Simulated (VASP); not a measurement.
# CaS (Fm-3m) in VASP: further runs, part 2 of 2

VASP 6.6.1. The steps go on from the part before.

### Step 3. Single point, PBE

This run uses another cell than the first one, of 23.21 Å³/atom, 1.067 times its volume.

Input file INCAR:

```
SYSTEM = CaS
ALGO = Normal
EDIFF = 1E-6
ENCUT = 500
GGA = PE
GGA_COMPAT = .FALSE.
ISIF = 2
ISMEAR = 0
LASPH = .TRUE.
LCHARG = .TRUE.
LELF = .TRUE.
LREAL = .FALSE.
LVHAR = .TRUE.
LWAVE = .FALSE.
NBANDS = 15
NELM = 120
PREC = Accurate
SIGMA = 0.1
```

Input file KPOINTS:

```
k-points
0
G
  8 8 8
  0 0 0
```

Input file POSCAR:

```
CaS
1.0
    0.0000000000      2.8523742917      2.8523742917
    2.8523742917      0.0000000000      2.8523742917
    2.8523742917      2.8523742917      0.0000000000
Ca S
1 1
Direct
    0.0000000000      0.0000000000      0.0000000000
    0.5000000000      0.5000000000      0.5000000000
```

Potentials or basis: VASP PAW PBE potentials, release 64 (Ca_sv, S).

The run is started by

```sh
$ cat potpaw_PBE.64/Ca_sv/POTCAR potpaw_PBE.64/S/POTCAR > POTCAR
$ mpirun -np 1 vasp_std > vasp.out
```

OUTCAR:

```text
SYSTEM = CaS
   EDIFF = 1E-6
   ENCUT = 500
   GGA = PE
   ISIF = 2
   ISMEAR = 0
   LASPH = .TRUE.
   LREAL = .FALSE.
   NELM = 120
   PREC = Accurate

 ion  position               nearest neighbor table
   1  0.000  0.000  0.000-   2 2.85   2 2.85   2 2.85   2 2.85   2 2.85   2 2.85
   2  0.500  0.500  0.500-   1 2.85   1 2.85   1 2.85   1 2.85   1 2.85   1 2.85

  LATTYP: Found a face centered cubic cell.
 ALAT       =     5.7047485834

  Lattice vectors:

 A1 = (   0.0000000000,   2.8523742917,   2.8523742917)
 A2 = (   2.8523742917,   0.0000000000,   2.8523742917)
 A3 = (   2.8523742917,   2.8523742917,   0.0000000000)

Analysis of symmetry for initial positions (statically):
=====================================================================
 Subroutine PRICEL returns:
 Original cell was already a primitive cell.

 Routine SETGRP: Setting up the symmetry group for a
 face centered cubic supercell.

 Subroutine GETGRP returns: Found 48 space group operations
 (whereof 48 operations were pure point group operations)
 out of a pool of 48 trial point group operations.

The static configuration has the point symmetry O_h .

Analysis of symmetry for dynamics (positions and initial velocities):
=====================================================================
 Subroutine PRICEL returns:
 Original cell was already a primitive cell.

 Routine SETGRP: Setting up the symmetry group for a
 face centered cubic supercell.

 Subroutine GETGRP returns: Found 48 space group operations
 (whereof 48 operations were pure point group operations)
 out of a pool of 48 trial point group operations.

The dynamic configuration has the point symmetry O_h .

 Subroutine INISYM returns: Found 48 space group operations
 (whereof 48 operations are pure point group operations),
 and found     1 'primitive' translations

----------------------------------------------------------------------------------------

                                     Primitive cell

  volume of cell :      46.4141

  direct lattice vectors                    reciprocal lattice vectors
     0.000000000  2.852374292  2.852374292    -0.175292563  0.175292563  0.175292563
     2.852374292  0.000000000  2.852374292     0.175292563 -0.175292563  0.175292563
     2.852374292  2.852374292  0.000000000     0.175292563  0.175292563 -0.175292563

  length of vectors
     4.033866408  4.033866408  4.033866408     0.303615625  0.303615625  0.303615625

  position of ions in fractional coordinates (direct lattice)
     0.000000000  0.000000000  0.000000000
     0.500000000  0.500000000  0.500000000

  ion indices of the primitive-cell ions
   primitive index   ion index
                 1           1
                 2           2

----------------------------------------------------------------------------------------

 KPOINTS: k-points

Automatic generation of k-mesh.
 Grid dimensions read from file:
 generate k-points for:    8    8    8

 Generating k-lattice:

  Cartesian coordinates                     Fractional coordinates (reciprocal lattice)
    -0.021911570  0.021911570  0.021911570     0.125000000  0.000000000  0.000000000
     0.021911570 -0.021911570  0.021911570     0.000000000  0.125000000  0.000000000
     0.021911570  0.021911570 -0.021911570     0.000000000  0.000000000  0.125000000

  Length of vectors
     0.037951953  0.037951953  0.037951953

  Shift w.r.t. Gamma in fractional coordinates (k-lattice)
     0.000000000  0.000000000  0.000000000

 Subroutine IBZKPT returns following result:
 ===========================================

 Found     29 irreducible k-points:

 Following reciprocal coordinates:
            Coordinates               Weight
  0.000000  0.000000  0.000000      1.000000
  0.125000  0.000000  0.000000      8.000000
  0.250000  0.000000  0.000000      8.000000
  0.375000  0.000000  0.000000      8.000000
  0.500000  0.000000  0.000000      4.000000
  0.125000  0.125000  0.000000      6.000000
[... 16 lines left out ...]
  0.500000  0.250000  0.125000     48.000000
 -0.375000  0.250000  0.125000     24.000000
 [... further k-points ...]
   k-points           NKPTS =     29   k-points in BZ     NKDIM =     29   number of bands    NBANDS=     15
   number of dos      NEDOS =    301   number of ions     NIONS =      2
   total plane-waves  NPLWV =  27000
   dimension x,y,z NGX =    30 NGY =   30 NGZ =   30
   dimension x,y,z NGXF=    60 NGYF=   60 NGZF=   60
   ions per type =               1   1
   NGX,Y,Z   is equivalent  to a cutoff of  12.36, 12.36, 12.36 a.u.
   NGXF,Y,Z  is equivalent  to a cutoff of  24.73, 24.73, 24.73 a.u.
 SYSTEM =  CaS
   PREC   = accura    normal or accurate (medium, high low for compatibility)
   ISTART =      0    job   : 0-new  1-cont  2-samecut
   ICHARG =      2    charge: 1-file 2-atom 10-const
   ISPIN  =      1    spin polarized calculation?
   LNONCOLLINEAR =      F non collinear calculations
   LSORBIT =      F    spin-orbit coupling
   LASPH  =      T    aspherical Exc in radial PAW
   ENCUT  =  500.0 eV  36.75 Ry    6.06 a.u.   7.35  7.35  7.35*2*pi/ulx,y,z
   NELM   =    120;   NELMIN=  2; NELMDL= -5     # of ELM steps
   EDIFF  = 0.1E-05   stopping-criterion for ELM
   LREAL  =      F    real-space projection
   EDIFFG = 0.1E-04   stopping-criterion for IOM
   NSW    =      0    number of steps for IOM
   IBRION =     -1    ionic relax: 0-MD 1-quasi-New 2-CG
   NFREE  =      0    steps in history (QN), initial steepest desc. (CG)
   ISIF   =      2    stress and relaxation
   ISYM   =      2    0-nonsym 1-usesym 2-fastsym
   POTIM  = 0.5000    time-step for ionic-motion
   TEBEG  =    0.0;   TEEND  =   0.0 temperature during run
   PSTRESS=    0.0 pullay stress
   NELECT =      16.0000    total number of electrons
   NUPDOWN=      -1.0000    fix difference up-down
   EMIN   =  10.00;   EMAX   =-10.00  energy-range for DOS
[... 5 lines left out ...]
     AMIX     =   0.40;   BMIX     =  1.00
     AMIX_MAG =   1.60;   BMIX_MAG =  1.00
  volume/ion in A,a.u.               =      23.21       156.61
  Fermi-wavevector in a.u.,A,eV,Ry     =   1.147885  2.169188 17.927575  1.317640
  Thomas-Fermi vector in A             =   2.284563
   LORBIT       =      0    0 simple, 1 ext, 2 COOP (PROOUT), +10 PAW based schemes
   GGA     = PE    functional components
   LHFCALC =     F    Hartree Fock is set to
   AEXX    =    0.0000 exact exchange contribution
   IVDW    =     0    specifies the selected vdW correction
   LEPSILON=     F    determine dielectric tensor
   LRPA    =     F    only Hartree local field effects (RPA)
 non-spin polarized calculation
 Gauss-broadening in eV      SIGMA  =   0.10
  energy-cutoff  :      500.00
  volume of cell :       46.41
 maximum number of plane-waves:      1243
 NGX is ok and might be reduce to    30
   NGX = 15   NGY = 15   NGZ = 15

 number of electron      16.0000004 magnetization

 Free energy of the ion-electron system (eV)
  ---------------------------------------------------
  ext. energy  EPLUGINS =         0.00000000
  ---------------------------------------------------
  free energy    TOTEN  =       -10.36453834 eV

  energy without entropy =      -10.36453834  energy(sigma->0) =      -10.36453834

 E-fermi :   3.0918     XC(G=0):  -9.2933

 val. band max:        2.6915616803   @ k =   0.0000   0.0000   0.0000
 cond. band min:       5.0603013450   @ k =   0.5000   0.5000   0.0000
 fundamental gap:      2.3687396648
 Fermi energy:         3.0918473911

 k-point     1 :       0.0000    0.0000    0.0000
  band No.  band energies     occupation
      1     -36.5237      2.00000
      2     -17.5031      2.00000
      3     -17.5031      2.00000
      4     -17.5031      2.00000
      5      -8.6174      2.00000
      6       2.6916      2.00000
      7       2.6916      2.00000
      8       2.6916      2.00000
      9       6.8071      0.00000
     10       6.8571      0.00000
     11       6.8571      0.00000
     12       6.8571      0.00000
     13       7.4464      0.00000
     14       7.4464      0.00000
     15      13.5450      0.00000
[... 397 lines left out ...]
 k-point    24 :      -0.3750    0.2500    0.1250
  band No.  band energies     occupation
      1     -36.5109      2.00000
      2     -17.6357      2.00000
      3     -17.5514      2.00000
      4     -17.5286      2.00000
      5      -7.8511      2.00000
      6       0.0783      2.00000
      7       1.2066      2.00000
      8       1.5344      2.00000
      9       7.6666      0.00000
     10       7.9870      0.00000
     11       9.1136      0.00000
     12       9.4237      0.00000
     13       9.7078      0.00000
     14      10.6732      0.00000
     15      11.9503      0.00000

 [... further k-points ...]
[... 5 lines left out ...]
  --------------------------------------------------------------------------------------
  -------------------------------------------------------------------------------------
  Total        0.1040598      0.1040598      0.1040598      0.0000000      0.0000000      0.0000000
  in kB        3.5920645      3.5920645      3.5920645      0.0000000      0.0000000      0.0000000
  external PRESSURE =       3.5920645 kB  Pullay stress =       0.0000000 kB

 VOLUME and BASIS-vectors are now :
 -----------------------------------------------------------------------------
  energy-cutoff  :      500.00
  volume of cell :       46.41
      direct lattice vectors                 reciprocal lattice vectors
     0.000000000  2.852374292  2.852374292    -0.175292563  0.175292563  0.175292563
     2.852374292  0.000000000  2.852374292     0.175292563 -0.175292563  0.175292563
     2.852374292  2.852374292  0.000000000     0.175292563  0.175292563 -0.175292563

 POSITION                                       TOTAL-FORCE (eV/Angst)
 -----------------------------------------------------------------------------------
      0.00000      0.00000      0.00000         0.000000      0.000000      0.000000
      2.85237      2.85237      2.85237         0.000000      0.000000     -0.000000
 -----------------------------------------------------------------------------------
    total drift:                               -0.000000      0.000000      0.000000

  FREE ENERGIE OF THE ION-ELECTRON SYSTEM (eV)
  ---------------------------------------------------
  free  energy   TOTEN  =       -10.3645383416 eV

  energy  without entropy=      -10.3645383416  energy(sigma->0) =      -10.36453834
```

OSZICAR:

```text
N       E                     dE             d eps       ncg     rms          rms(c)
DAV:   1     0.106671966568E+03    0.10667E+03   -0.74464E+03   870   0.971E+02
DAV:   2    -0.590642961164E+01   -0.11258E+03   -0.10676E+03  1066   0.248E+02
DAV:   3    -0.103751307399E+02   -0.44687E+01   -0.44301E+01  1180   0.473E+01
DAV:   4    -0.106204193147E+02   -0.24529E+00   -0.24510E+00  1293   0.908E+00
DAV:   5    -0.106218957346E+02   -0.14764E-02   -0.14763E-02  1165   0.840E-01    0.505E+00
DAV:   6    -0.103649603649E+02    0.25694E+00   -0.39825E-01  1045   0.325E+00    0.337E+00
DAV:   7    -0.103577813992E+02    0.71790E-02   -0.10800E-01  1128   0.204E+00    0.180E+00
DAV:   8    -0.103646985964E+02   -0.69172E-02   -0.20305E-02   975   0.117E+00    0.334E-01
DAV:   9    -0.103642337437E+02    0.46485E-03   -0.10958E-03  1101   0.318E-01    0.844E-02
DAV:  10    -0.103644945708E+02   -0.26083E-03   -0.30734E-04  1092   0.125E-01    0.270E-02
DAV:  11    -0.103645385396E+02   -0.43969E-04   -0.75900E-05  1010   0.713E-02    0.248E-02
DAV:  12    -0.103645383416E+02    0.19798E-06   -0.41408E-06  1124   0.141E-02
   1 F= -.10364538E+02 E0= -.10364538E+02  d E =-.363604E-10
```

Run time: 8.6 s. Hardware: 1 thread of Intel Xeon 6975P-C (Granite Rapids), shared host; peak memory 0.17 GiB.

What came out:

```yaml
Free_energy: -10.3645 eV
Pressure: 0.4 GPa
Band_gap_on_the_k_mesh: 2.37 eV, indirect (least direct gap 3.17 eV)
```

A k mesh can miss the band edges. Expect the measured gap to be larger: semilocal functionals such as PBE lack the derivative discontinuity.

### Step 4. Single point, PBE

This run uses another cell than the first one, of 23.21 Å³/atom, 1.067 times its volume.

Input file INCAR:

```
PREC     = Accurate       # precision mode
ENCUT    = 500            # plane-wave cutoff, eV
EDIFF    = 1E-6           # SCF threshold, eV
ISMEAR   = 1              # smearing method
SIGMA    = 0.1            # smearing width, eV
LREAL    = F              # projectors in reciprocal space
LASPH    = T              # aspherical terms in the spheres
NELM     = 120            # most SCF steps
ALGO     = Normal         # electronic algorithm
ISIF     = 2              # what is computed and relaxed
LWAVE    = F              # write WAVECAR
LCHARG   = T              # write CHGCAR
GGA      = PE             # functional
LELF     = T              # ELF
LVHAR    = T            
NBANDS   = 15             # bands
GGA_COMPAT= F
```

Input file KPOINTS:

```
regular mesh
0
Gamma
  8 8 8
```

POSCAR is that of step 3.

The run is started by

```sh
$ cat potpaw_PBE.64/Ca_sv/POTCAR potpaw_PBE.64/S/POTCAR > POTCAR
$ mpirun -np 1 vasp_std > vasp.out
```

Run time: 8.6 s. Hardware: 1 thread of Intel Xeon 6975P-C (Granite Rapids), shared host; peak memory 0.17 GiB.

Results (log left out):

```yaml
Free_energy: -10.3645 eV
Pressure: 0.4 GPa
Band_gap_on_the_k_mesh: 2.37 eV, indirect (least direct gap 3.17 eV)
```

Levels at points of the mesh, in eV from the valence-band top:
```
           k point  band 4  band 5  band 6  band 7  band 8  band 9  band 10  band 11  band 12  band 13
(0.00, 0.00, 0.00)  -20.19  -11.31    0.00    0.00    0.00    4.12     4.17     4.17     4.17     4.75
(0.50, 0.00, 0.00)  -20.21  -10.51   -3.07   -1.15   -1.15    5.21     6.05     6.18     6.18     8.11
(0.50, 0.50, 0.00)  -20.24  -10.69   -2.26   -0.80   -0.80    2.37     5.59     5.99     6.75     6.77
```

### Step 5. The runs side by side

| cell | smearing | gap on the mesh (eV) | pressure (GPa) |
| --- | --- | --- | --- |
| a = 3.947 Å, angles 60.0°, 2 atoms | gaussian 0.1 eV | 2.21 | 4.7 |
| a = 4.034 Å, angles 60.0°, 2 atoms | gaussian 0.1 eV | 2.37 | 0.4 |
| a = 4.034 Å, angles 60.0°, 2 atoms | methfessel-paxton 0.1 eV | 2.37 | 0.4 |

Alike in all rows: task single point; level PBE; potentials or basis VASP PAW PBE potentials, release 64 (Ca_sv, S); no spin polarisation; k mesh 8 × 8 × 8; cutoff (eV) 500.

Absolute energies hang on the potentials; compare differences alone.
